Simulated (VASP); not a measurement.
# CaB2H8 (P4_2) in VASP: electric field gradients with r2SCAN

Aim: the electric field gradients of CaB2H8 with r2SCAN.

All numbers are computed with VASP 6.6.1; they aren't measurements. Logs are shortened: lines on timing, memory, paths and dates and some standing lists are left out, and cuts for length are marked.

### Step 1. The cell of the first run

The structure is tetragonal, space group P4_2 (No. 77). The conventional cell has a = 6.806 Å, b = 6.806 Å, c = 4.361 Å, α = 90.00°, β = 90.00°, γ = 90.00°. Ca (site symmetry 2) has 12 H at 2.30 to 2.94 Å and 6 B at 2.88 to 2.94 Å within 3.0 Å. Within 1.6 Å of B (site symmetry 1) lie 4 H at 1.22 to 1.23 Å. Within 1.6 Å of H (site symmetry 1) lie 1 B at 1.23 Å. H (site symmetry 1) has 1 B at 1.22 Å within 1.6 Å. H (site symmetry 1) has 1 B at 1.23 Å within 1.6 Å. H (site symmetry 1) has 1 B at 1.23 Å within 1.6 Å.

### Step 2. Electric field gradients, r2SCAN

POSCAR

```
CaB2H8
1.0
    6.8059700000      0.0000000000      0.0000000000
    0.0000000000      6.8059700000      0.0000000000
    0.0000000000      0.0000000000      4.3613190000
Ca B H
2 4 16
Direct
    0.5000000000      0.0000000000      0.0172200000
    0.0000000000      0.5000000000      0.5172200000
    0.2135500000      0.3117320000      0.0233260000
    0.7864500000      0.6882680000      0.0233260000
    0.3117320000      0.7864500000      0.5233260000
    0.6882680000      0.2135500000      0.5233260000
    0.1663780000      0.4855010000      0.0241220000
    0.8336220000      0.5144990000      0.0241220000
    0.3916810000      0.3184490000      0.0563720000
    0.6083190000      0.6815510000      0.0563720000
    0.1342110000      0.2200240000      0.2312770000
    0.8657890000      0.7799760000      0.2312770000
    0.2330240000      0.8308080000      0.2802950000
    0.7669760000      0.1691920000      0.2802950000
    0.4855010000      0.8336220000      0.5241220000
    0.5144990000      0.1663780000      0.5241220000
    0.3184490000      0.6083190000      0.5563720000
    0.6815510000      0.3916810000      0.5563720000
    0.2200240000      0.8657890000      0.7312770000
    0.7799760000      0.1342110000      0.7312770000
    0.1691920000      0.2330240000      0.7802950000
    0.8308080000      0.7669760000      0.7802950000
```

INCAR.step1

```
SYSTEM = CaB2H8
PREC = Accurate ; ENCUT = 520
ISMEAR = -1 ; SIGMA = 0.02
LREAL = Auto ; LASPH = .True.
NELM = 100 ; NBANDS = 41
GGA = PE ; ALGO = Normal
EDIFF = 1E-4 ; LWAVE = .True.
LCHARG = .False.
```

INCAR.step2

```
SYSTEM = CaB2H8
PREC = Accurate ; ENCUT = 520
EDIFF = 1E-8 ; ISMEAR = -1
SIGMA = 0.02 ; LREAL = Auto
LASPH = .True. ; NELM = 100
ALGO = Normal ; ISIF = 2
LWAVE = .False. ; LCHARG = .False.
METAGGA = R2SCAN ; LMIXTAU = .True.
LEFG = .True. ; NBANDS = 41
ISTART = 1
```

KPOINTS

```
Automatic mesh
0
Gamma
  4 4 7
  0 0 0
```

Potentials or basis: VASP PAW PBE potentials, release 64 (Ca_sv, B, H).

Command:

```console
$ cat potpaw_PBE.64/Ca_sv/POTCAR potpaw_PBE.64/B/POTCAR potpaw_PBE.64/H/POTCAR > POTCAR
$ cp INCAR.step1 INCAR
$ mpirun -np 1 vasp_std > vasp.out
$ cp INCAR.step2 INCAR
$ mpirun -np 1 vasp_std > vasp.out
```

OUTCAR:

```text
SYSTEM = CaB2H8
   PREC = Accurate
   ENCUT = 520
   EDIFF = 1E-8
   ISMEAR = -1
   LREAL = Auto
   LASPH = .True.
   NELM = 100
   ISIF = 2
   METAGGA = R2SCAN
   ISTART = 1

 ion  position               nearest neighbor table
   1  0.500  0.000  0.017-
   2  0.000  0.500  0.517-
   3  0.214  0.312  0.023-   9 1.22  21 1.23   7 1.23  11 1.23
   4  0.786  0.688  0.023-  10 1.22  22 1.23   8 1.23  12 1.23
   5  0.312  0.786  0.523-  17 1.22  13 1.23  15 1.23  19 1.23
   6  0.688  0.214  0.523-  18 1.22  14 1.23  16 1.23  20 1.23
   7  0.166  0.486  0.024-   3 1.23
   8  0.834  0.514  0.024-   4 1.23
   9  0.392  0.318  0.056-   3 1.22
  10  0.608  0.682  0.056-   4 1.22
  11  0.134  0.220  0.231-   3 1.23
  12  0.866  0.780  0.231-   4 1.23
[... 8 lines left out ...]
  21  0.169  0.233  0.780-   3 1.23
  22  0.831  0.767  0.780-   4 1.23

  LATTYP: Found a simple tetragonal cell.
 ALAT       =     6.8059700000
 C/A-ratio  =     0.6408078496

  Lattice vectors:

 A1 = (   6.8059700000,   0.0000000000,   0.0000000000)
 A2 = (   0.0000000000,   6.8059700000,   0.0000000000)
 A3 = (   0.0000000000,   0.0000000000,   4.3613190000)

Analysis of symmetry for initial positions (statically):
=====================================================================
 Subroutine PRICEL returns:
 Original cell was already a primitive cell.

 Routine SETGRP: Setting up the symmetry group for a
 simple tetragonal supercell.

 Subroutine GETGRP returns: Found  4 space group operations
 (whereof  2 operations were pure point group operations)
 out of a pool of 16 trial point group operations.

The static configuration has the point symmetry C_2 .
 The point group associated with its full space group is C_2 .

Analysis of symmetry for dynamics (positions and initial velocities):
=====================================================================
 Subroutine PRICEL returns:
 Original cell was already a primitive cell.

 Routine SETGRP: Setting up the symmetry group for a
 simple tetragonal supercell.

 Subroutine GETGRP returns: Found  4 space group operations
[... 1131 lines left out ...]
     35       5.6342      0.00000
     36       5.8036      0.00000
 [bands above 36 left out]

------------------------ aborting loop because EDIFF is reached ----------------------------------------

  FORCE on cell =-STRESS in cart. coord.  units (eV):
  Direction    XX          YY          ZZ          XY          YZ          ZX
  --------------------------------------------------------------------------------------
  -------------------------------------------------------------------------------------
  Total       -1.6083284     -1.6083284     -1.1219288     -0.0000057      0.0000000      0.0000000
  in kB      -12.7552036    -12.7552036     -8.8977041     -0.0000454      0.0000000      0.0000000
  external PRESSURE =     -11.4693704 kB  Pullay stress =       0.0000000 kB

 VOLUME and BASIS-vectors are now :
 -----------------------------------------------------------------------------
  energy-cutoff  :      520.00
  volume of cell :      202.02
      direct lattice vectors                 reciprocal lattice vectors
     6.805970000  0.000000000  0.000000000     0.146929828  0.000000000  0.000000000
     0.000000000  6.805970000  0.000000000     0.000000000  0.146929828  0.000000000
     0.000000000  0.000000000  4.361319000     0.000000000  0.000000000  0.229288433

 POSITION                                       TOTAL-FORCE (eV/Angst)
 -----------------------------------------------------------------------------------
      3.40299      0.00000      0.07510         0.000000      0.000000      0.000927
      0.00000      3.40299      2.25576         0.000000      0.000000      0.000927
      1.45341      2.12164      0.10173         0.062778      0.083356      0.010439
      5.35256      4.68433      0.10173        -0.062778     -0.083356      0.010439
      2.12164      5.35256      2.28239         0.083356     -0.062778      0.010439
      4.68433      1.45341      2.28239        -0.083356      0.062778      0.010439
[... 14 lines left out ...]
      1.15152      1.58595      3.40312         0.004717      0.059577      0.069024
      5.65445      5.22002      3.40312        -0.004717     -0.059577      0.069024
 -----------------------------------------------------------------------------------
    total drift:                               -0.000000      0.000000     -0.002926

  FREE ENERGIE OF THE ION-ELECTRON SYSTEM (eV)
  ---------------------------------------------------
  free  energy   TOTEN  =      -107.3679543620 eV

  energy  without entropy=     -107.3679543620  energy(sigma->0) =     -107.36795436

 Electric field gradients (V/A^2)
---------------------------------------------------------------------
 ion       V_xx      V_yy      V_zz      V_xy      V_xz      V_yz
---------------------------------------------------------------------
   1      15.167   -12.368    -2.799    -1.463     0.000    -0.000
   2     -12.368    15.167    -2.799     1.463    -0.000    -0.000
   3      -0.727     0.883    -0.156    -1.553     0.030    -0.017
   4      -0.727     0.883    -0.156    -1.553    -0.030     0.017
   5       0.883    -0.727    -0.156     1.553    -0.017    -0.030
   6       0.883    -0.727    -0.156     1.553     0.017     0.030
[... 14 lines left out ...]
  21      -7.387    -3.918    11.305     1.756     6.718     9.027
  22      -7.387    -3.918    11.305     1.756    -6.718    -9.027
---------------------------------------------------------------------

 Electric field gradients after diagonalization (V/A^2)
 (convention: |V_zz| > |V_xx| > |V_yy|)
----------------------------------------------------------------------
 ion       V_xx      V_yy      V_zz     asymmetry (V_yy - V_xx)/ V_zz
----------------------------------------------------------------------
   1     -12.446    -2.799    15.245       0.633
   2     -12.446    -2.799    15.245       0.633
   3      -1.671    -0.157     1.828       0.829
   4      -1.671    -0.157     1.828       0.829
   5      -1.671    -0.157     1.828       0.829
   6      -1.671    -0.157     1.828       0.829
[... 14 lines left out ...]
  21     -10.022    -7.368    17.390       0.153
  22     -10.022    -7.368    17.390       0.153
----------------------------------------------------------------------

           NMR quadrupolar parameters

 Cq : quadrupolar parameter    Cq=e*Q*V_zz/h
 eta: asymmetry parameters     (V_yy - V_xx)/ V_zz
 Q  : nuclear electric quadrupole moment in mb (millibarn)
----------------------------------------------------------------------
 ion       Cq(MHz)       eta       Q (mb)
----------------------------------------------------------------------
   1       0.037       0.633       1.000
   2       0.037       0.633       1.000
   3       0.004       0.829       1.000
   4       0.004       0.829       1.000
   5       0.004       0.829       1.000
   6       0.004       0.829       1.000
[... 14 lines left out ...]
  21       0.042       0.153       1.000
  22       0.042       0.153       1.000
----------------------------------------------------------------------
```

Wall time 12 min (1 thread of AMD EPYC 9R45 (Zen 5), shared host); peak memory 0.35 GiB.

Results:

| Item | Value |
| --- | --- |
| Free energy | -107.3680 eV |
| Pressure | -1.1 GPa |
| Largest force | 0.129 eV/Å |
| Band gap on the k mesh | 5.64 eV, indirect (least direct gap 5.79 eV) |

Forces in eV/Å, atoms in the order of the input:
```
Ca   0.000  0.000  0.001
Ca   0.000  0.000  0.001
B    0.063  0.083  0.010
B   -0.063 -0.083  0.010
B    0.083 -0.063  0.010
B   -0.083  0.063  0.010
H    0.008 -0.129  0.001
H   -0.008  0.129  0.001
H   -0.111 -0.034 -0.043
H    0.111  0.034 -0.043
H    0.055  0.072 -0.038
H   -0.055 -0.072 -0.038
H    0.060 -0.005  0.069
H   -0.060  0.005  0.069
H   -0.129 -0.008  0.001
H    0.129  0.008  0.001
H   -0.034  0.111 -0.043
H    0.034 -0.111 -0.043
H    0.072 -0.055 -0.038
H   -0.072  0.055 -0.038
H    0.005  0.060  0.069
H   -0.005 -0.060  0.069
```

Levels at points of the mesh, in eV from the valence-band top:
```csv
k point,band 22,band 23,band 24,band 25,band 26,band 27
"(0.00, 0.00, 0.00)",-0.23,-0.23,-0.15,5.64,6.02,6.13
"(0.50, 0.00, 0.00)",-0.54,-0.53,-0.37,6.00,6.03,6.53
"(0.50, 0.50, 0.00)",-0.60,-0.60,0.00,5.80,5.80,6.69
```

Electric field gradients, principal values (V/Å²):
| atom | least | middle | greatest (by size) |
| --- | --- | --- | --- |
| 1 Ca | -2.799 | -12.446 | 15.245 |
| 2 Ca | -2.799 | -12.446 | 15.245 |
| 3 B | -0.157 | -1.671 | 1.828 |
| 4 B | -0.157 | -1.671 | 1.828 |
| 5 B | -0.157 | -1.671 | 1.828 |
| 6 B | -0.157 | -1.671 | 1.828 |
| 7 H | -7.094 | -10.130 | 17.224 |
| 8 H | -7.094 | -10.130 | 17.224 |
| 9 H | -7.811 | -10.202 | 18.013 |
| 10 H | -7.811 | -10.202 | 18.013 |
| 11 H | -7.498 | -9.791 | 17.289 |
| 12 H | -7.498 | -9.791 | 17.289 |
| 13 H | -7.368 | -10.022 | 17.390 |
| 14 H | -7.368 | -10.022 | 17.390 |
| 15 H | -7.094 | -10.130 | 17.224 |
| 16 H | -7.094 | -10.130 | 17.224 |
| 17 H | -7.811 | -10.202 | 18.013 |
| 18 H | -7.811 | -10.202 | 18.013 |
| 19 H | -7.498 | -9.791 | 17.289 |
| 20 H | -7.498 | -9.791 | 17.289 |
| 21 H | -7.368 | -10.022 | 17.390 |
| 22 H | -7.368 | -10.022 | 17.390 |

Caveat: without QUAD_EFG the Cq values of the log hold for a quadrupole moment of 1 mb, not for the nuclei; the PAW data sets were made with another functional, which shifts forces and pressure a little. A k mesh can miss the band edges.
